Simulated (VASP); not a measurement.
Wanted: the native input for a VASP 6.6.1 run.

```
Task                   : single point
Functional             : PBEsol
Potentials or basis    : VASP PAW PBE potentials, release 64 (Ir_sv_GW)
Cutoff                 : 500 eV
k mesh                 : 5 × 5 × 5
Occupations            : fermi-dirac, width 0.05 eV
Spin                   : no spin polarisation
Dipole correction      : no
Second run             : valence_matched
Further INCAR settings : ALGO = Normal; EDIFF = 1e-06; NBANDS = 42
```

The structure of Ir lies in POSCAR:

```
Ir
1.0
    3.8303253292      0.0000000000      0.0000000000
    0.0000000000      3.8303253292      0.0000000000
    0.0000000000      0.0000000000      3.8303253292
Ir
4
Direct
    0.0000000000      0.0000000000      0.0000000000
    0.0000000000      0.5000000000      0.5000000000
    0.5000000000      0.0000000000      0.5000000000
    0.5000000000      0.5000000000      0.0000000000
```

One way to write it, as run:

INCAR

```
SYSTEM = Ir
PREC = Accurate ; ENCUT = 500
EDIFF = 1E-6 ; ISMEAR = -1
SIGMA = 0.05 ; LREAL = .False.
LASPH = .True. ; NELM = 120
ALGO = Normal ; ISIF = 2
LWAVE = .False. ; LCHARG = .False.
GGA = PS ; NBANDS = 42
GGA_COMPAT = .False.
```

KPOINTS

```
regular mesh
0
Gamma
  5 5 5
  0 0 0
```

Potentials or basis: VASP PAW PBE potentials, release 64 (Ir_sv_GW).

Run with:

```bash
$ cat potpaw_PBE.64/Ir_sv_GW/POTCAR > POTCAR
$ mpirun -np 1 vasp_std > vasp.out
```

Results of the run:

```json
{"Pressure": "-3.2 GPa", "Band gap on the k mesh": "zero (band 34 reaches 14.38 eV, above the bottom of band 35 at 11.84 eV)"}
```

Caveat: the PAW data sets were made with another functional, which shifts forces and pressure a little; spin-orbit coupling is left out, which moves the levels of the heavy elements.

Wall time 16 s on 1 thread of Intel(R) Xeon(R) Platinum 8559C (Emerald Rapids), with other jobs on the host, peak memory 0.16 GiB.
